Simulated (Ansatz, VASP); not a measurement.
Sr: VASP beside Ansatz

The input POSCAR:

```
Sr
1.0
    4.3690486572      0.0000000000      0.0000000000
   -2.1845243286      3.7837071275      0.0000000000
    0.0000000000      0.0000000000      6.8607238510
Sr
2
Direct
    0.3333333333      0.6666666667      0.2500000000
    0.6666666667      0.3333333333      0.7500000000
```

The input INCAR.step1:

```
ALGO     = Normal         # electronic algorithm
EDIFF    = 1E-4           # SCF threshold, eV
ENCUT    = 520            # plane-wave cutoff, eV
GGA      = PE             # functional
ISMEAR   = 0              # smearing method
LASPH    = True           # aspherical terms in the spheres
LCHARG   = False          # write CHGCAR
LREAL    = False          # projectors in reciprocal space
LWAVE    = True           # write WAVECAR
NBANDS   = 17             # bands
NELM     = 60             # most SCF steps
PREC     = Accurate       # precision mode
SIGMA    = 0.15           # smearing width, eV
```

INCAR.step2

```
ALGO     = Normal         # electronic algorithm
EDIFF    = 1E-6           # SCF threshold, eV
ENCUT    = 520            # plane-wave cutoff, eV
ISIF     = 2              # what is computed and relaxed
ISMEAR   = 0              # smearing method
ISTART   = 1            
LASPH    = True           # aspherical terms in the spheres
LCHARG   = False          # write CHGCAR
LMIXTAU  = True         
LREAL    = False          # projectors in reciprocal space
LWAVE    = False          # write WAVECAR
METAGGA  = R2SCAN         # meta-GGA
NBANDS   = 17             # bands
NELM     = 60             # most SCF steps
PREC     = Accurate       # precision mode
SIGMA    = 0.15           # smearing width, eV
```

The input KPOINTS:

```
k-points
0
Gamma
  12 12 8
```

Input for Ansatz:

```yaml
crystal:
  lattice:
    - [4.3690486572, 0.0, 0.0]
    - [-2.1845243286, 3.7837071275, 0.0]
    - [0.0, 0.0, 6.860723851]
  atoms:
    - { symbol: Sr, position: [0.3333333333, 0.6666666667, 0.25] }
    - { symbol: Sr, position: [0.6666666667, 0.3333333333, 0.75] }
basis:
  ecutwfc: 500
kpoints:
  mp_grid: { grid: [12, 12, 8] }
hamiltonian:
  xc: r2scan
scf:
  occupations: { method: gaussian, width: 0.15 }
output:
  forces: true
  stress: true
  eigenvalues: true
```

Alike in both runs: task single point; functional r2SCAN; k mesh 12 × 12 × 8; occupations gaussian, width 0.15 eV; no spin polarisation.

```csv
,VASP,Ansatz
version,VASP 6.6.1,Ansatz 0.2.0
potentials or method,"VASP PAW PBE potentials, release 64 (Sr_sv), cutoff 520 eV","scalar-relativistic, plane waves, PAW"
valence electrons in the cell,20,20
```

```csv
,VASP,Ansatz,Ansatz less VASP
gap on the k mesh at the Fermi level (eV),none,none,-
pressure (GPa),0.1,0.1,-0.02
"traceless stress, the component that is largest in VASP (GPa)",0.65,0.65,-0.001
```

VASP's potentials were made for PBE, not for r2SCAN. A gap of «none» marks a metal or a gap that the smearing closes. The functional is the same, so the differences come from potentials, cutoffs and numerics.
